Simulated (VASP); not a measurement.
Set up this calculation in VASP 6.6.1, as the native input.

| Item | Value |
| --- | --- |
| Task | single point |
| Functional | PBE |
| Potentials or basis | VASP PAW PBE potentials, release 64 (Si, O) |
| Cutoff | 520 eV |
| k mesh | 1 × 1 × 1, shifted |
| Occupations | fermi-dirac, width 0.05 eV |
| Spin | no spin polarisation |
| Dipole correction | no |
| Further INCAR settings | LREAL = Auto; ALGO = Normal; EDIFF = 1e-06; NBANDS = 72; ISYM = 0 |

The structure of SiO2 lies in POSCAR:

```
SiO2
1.0
    6.6428910000     -0.3072380000     -0.0953950000
   -0.3072380000      7.1979710000     -0.1658230000
   -0.0953950000     -0.1658230000      6.9363230000
Si O
7 14
Direct
    0.6467548177      0.3037937486      0.3075504365
    0.2946073485      0.4408137499      0.0253343344
    0.7924789474      0.7252417804      0.3870793354
    0.0843160536      0.1414098537      0.7063249990
    0.6519529022      0.0569814351      0.6642927210
    0.0623695130      0.1561338588      0.2505123139
    0.2879605466      0.8973807280      0.9368002846
    0.1226487169      0.9245292368      0.7707693667
    0.2416814152      0.3034873908      0.8198484108
    0.8761560810      0.7874728296      0.1904268323
    0.3258901353      0.6740274873     -0.0188606342
    0.2204550151      1.0169965191      0.1302128981
    0.5492503478      0.1797704893      0.4934731008
    0.8471608166      0.1889846996      0.7532332211
    0.1205235017      0.1459211756      0.4732213922
    0.5035705377      0.3782485146      0.1287266200
    0.1323939603      0.3680663655      0.1720181703
    0.7081282660      0.8556569733      0.5526867048
    0.8133616004      0.1649166667      0.2267706689
    0.5066898895     -0.0089921739      0.8428999879
    0.7413387002      0.5045099349      0.4182981900
```

One way to write it, as run:

INCAR

```
SYSTEM = SiO2
PREC     = Accurate       ! precision mode
ENCUT    = 520            ! plane-wave cutoff, eV
EDIFF    = 1E-6           ! SCF threshold, eV
ISMEAR   = -1             ! smearing method
SIGMA    = 0.05           ! smearing width, eV
LREAL    = Auto         
LASPH    = .True.         ! aspherical terms in the spheres
NELM     = 100            ! most SCF steps
ALGO     = Normal         ! electronic algorithm
ISIF     = 2              ! what is computed and relaxed
LWAVE    = .False.        ! write WAVECAR
LCHARG   = .True.         ! write CHGCAR
GGA      = PE             ! functional
LELF     = .True.         ! ELF
LVHAR    = .True.       
NBANDS   = 72             ! bands
ISYM     = 0
```

KPOINTS

```
Automatic mesh
0
Gamma
  1 1 1
  0.25 0.25 0.25
```

Potentials or basis: VASP PAW PBE potentials, release 64 (Si, O).

Run with:

```sh
$ cat potpaw_PBE.64/Si/POTCAR potpaw_PBE.64/O/POTCAR > POTCAR
$ mpirun -np 1 vasp_std > vasp.out
```

Results of the run:

| Property | Result |
| --- | --- |
| Pressure | -6.5 GPa |
| Largest force | 2.426 eV/Å |
| Band gap on the k mesh | 4.13 eV |

Caveat: the k points lie up to 0.95 Å⁻¹ apart.

It took 40 s on 1 thread of Intel(R) Xeon(R) Platinum 8559C (Emerald Rapids), on a shared host, peak memory 0.34 GiB.
